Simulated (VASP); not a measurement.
ZrBeB, 3 atoms in the cell. It takes space group P-6m2 (No. 187, hexagonal). The conventional cell has a = 3.327 Å, b = 3.327 Å, c = 3.382 Å, α = 90.00°, β = 90.00°, γ = 120.00°. Zr (site symmetry -6m2) has 6 Be at 2.56 Å and 6 B at 2.56 Å and 8 Zr at 3.33 to 3.38 Å within 3.4 Å. Within 2.6 Å of Be (site symmetry -6m2) lie 3 B at 1.92 Å and 6 Zr at 2.56 Å. B (site symmetry -6m2) has 3 Be at 1.92 Å and 6 Zr at 2.56 Å within 2.6 Å.  This cell differs from its parent crystal: equal strain along all axes, cell held: -2.0 %.

* Program: VASP 6.6.1
* Task: single point
* Functional: PBEsol
* Potentials or basis: VASP PAW PBE potentials, release 64 (Zr_sv, Be, B)
* Cutoff: 520 eV
* k mesh: 15 × 15 × 12
* Occupations: gaussian, width 0.1 eV
* Spin: no spin polarisation
* Dipole correction: no
* Further INCAR settings: ALGO = Normal; EDIFF = 1e-06; NBANDS = 16

Potentials or basis: VASP PAW PBE potentials, release 64 (Zr_sv, Be, B).

Launch:

```console
$ cat potpaw_PBE.64/Zr_sv/POTCAR potpaw_PBE.64/Be/POTCAR potpaw_PBE.64/B/POTCAR > POTCAR
$ mpirun -np 1 vasp_std > vasp.out
```

Hardware: 1 thread of Intel(R) Xeon(R) Platinum 8488C (Sapphire Rapids) (shared host).

Q: Estimate the wall time of this run.

A: Wall time 55 s on 1 thread of Intel(R) Xeon(R) Platinum 8488C (Sapphire Rapids), on a shared host, peak memory 0.24 GiB. Counts: scf iterations 13, k points 189.
